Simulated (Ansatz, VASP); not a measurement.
KBr: VASP beside Ansatz

The input INCAR:

```
PREC     = Accurate       # precision mode
ENCUT    = 520            # plane-wave cutoff, eV
EDIFF    = 1E-6           # SCF threshold, eV
ISMEAR   = 0              # smearing method
SIGMA    = 0.05           # smearing width, eV
LREAL    = False          # projectors in reciprocal space
LASPH    = True           # aspherical terms in the spheres
NELM     = 100            # most SCF steps
ALGO     = Normal         # electronic algorithm
ISIF     = 2              # what is computed and relaxed
LWAVE    = False          # write WAVECAR
LCHARG   = False          # write CHGCAR
NBANDS   = 15             # bands
```

Contents of KPOINTS:

```
regular mesh
0
Gamma
  6 6 6
```

Contents of POSCAR:

```
KBr
1.0
    4.0434990000      0.0000000000      0.0000000000
    0.0000000000      4.0434990000      0.0000000000
    0.0000000000      0.0000000000      4.0434990000
K Br
1 1
Direct
   -0.0262312461     -0.0262312461     -0.0370965839
    0.5000000000      0.5000000000      0.5000000000
```

Input for Ansatz:

```yaml
crystal:
  lattice:
    - [4.043499, 0.0, 0.0]
    - [0.0, 4.043499, 0.0]
    - [0.0, 0.0, 4.043499]
  atoms:
    - { symbol: K, position: [-0.0262312461, -0.0262312461, -0.0370965839] }
    - { symbol: Br, position: [0.5, 0.5, 0.5] }
basis:
  ecutwfc: 420
kpoints:
  mp_grid: { grid: [6, 6, 6] }
hamiltonian:
  xc: lda
scf:
  occupations: { method: gaussian, width: 0.05 }
output:
  forces: true
  stress: true
  eigenvalues: true
```

Alike in both runs: task single point; functional LDA; k mesh 6 × 6 × 6; occupations gaussian, width 0.05 eV; no spin polarisation.

```csv
,VASP,Ansatz
version,VASP 6.6.1,Ansatz 0.2.0
potentials or method,"VASP PAW LDA potentials, release 64 (K_sv, Br), cutoff 520 eV","scalar-relativistic, plane waves, PAW"
valence electrons in the cell,16,16
```

```tsv
	VASP	Ansatz	Ansatz less VASP
gap on the k mesh at the Fermi level (eV)	3.50	3.49	-0.009
least direct gap on the mesh (eV)	3.76	3.75	-0.010
pressure (GPa)	-2.4	-2.4	-0.04
traceless stress, the component that is largest in VASP (GPa)	0.13	0.13	-0.003
rms of the force components (eV/Å)	0.045	0.043	-0.0021
```

LDA's correlation is that of Perdew and Zunger in VASP and of Perdew and Wang (1992) in Ansatz. Atom by atom the forces differ by 0.002 eV/Å (rms over components).
